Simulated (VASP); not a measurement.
Input of a VASP 6.6.1 run:

Contents of POSCAR:

```
V
1.0
   -1.5440506776      1.5440506776      1.5440506776
    1.5440506776     -1.5440506776      1.5440506776
    1.5440506776      1.5440506776     -1.5440506776
V
1
Direct
    0.0000000000      0.0000000000      0.0000000000
```

File INCAR.step1:

```
SYSTEM = V
ALGO = Normal
EDIFF = 1E-4
ENCUT = 520
GGA = PE
ISMEAR = -1
ISPIN = 2
LASPH = .True.
LCHARG = .False.
LMAXMIX = 4
LREAL = .False.
LWAVE = .True.
MAGMOM = 2
NBANDS = 16
NELM = 150
PREC = Accurate
SIGMA = 0.05
```

Contents of INCAR.step2:

```
SYSTEM = V
ALGO = Normal
EDIFF = 1E-6
ENCUT = 520
ISIF = 2
ISMEAR = -1
ISPIN = 2
ISTART = 1
IVDW = 12
LASPH = .True.
LCHARG = .False.
LMAXMIX = 4
LMIXTAU = .True.
LORBIT = 11
LREAL = .False.
LWAVE = .False.
MAGMOM = 2
METAGGA = R2SCAN
NBANDS = 16
NELM = 150
PREC = Accurate
SIGMA = 0.05
VDW_A1 = 0.49484001
VDW_A2 = 5.73083694
VDW_S6 = 1.0
VDW_S8 = 0.78981345
```

Contents of KPOINTS:

```
k-points
0
Gamma
  12 12 12
  0 0 0
```

Potentials or basis: VASP PAW PBE potentials, release 64 (V_sv).

Launch:

```console
$ cat potpaw_PBE.64/V_sv/POTCAR > POTCAR
$ cp INCAR.step1 INCAR
$ mpirun -np 1 vasp_std > vasp.out
$ cp INCAR.step2 INCAR
$ mpirun -np 1 vasp_std > vasp.out
```

(1) Estimate the dispersion energy per atom.

(2) Estimate the net moment.

(3) Predict the pressure.

## Answers

(1) -0.292 eV.

(2) 0.00 μB per cell.

(3) -19.1 GPa.

Caveat: the cell stands under tension; the moments typed at the start vanished in this run; the PAW data sets were made with another functional, which shifts forces and pressure a little.
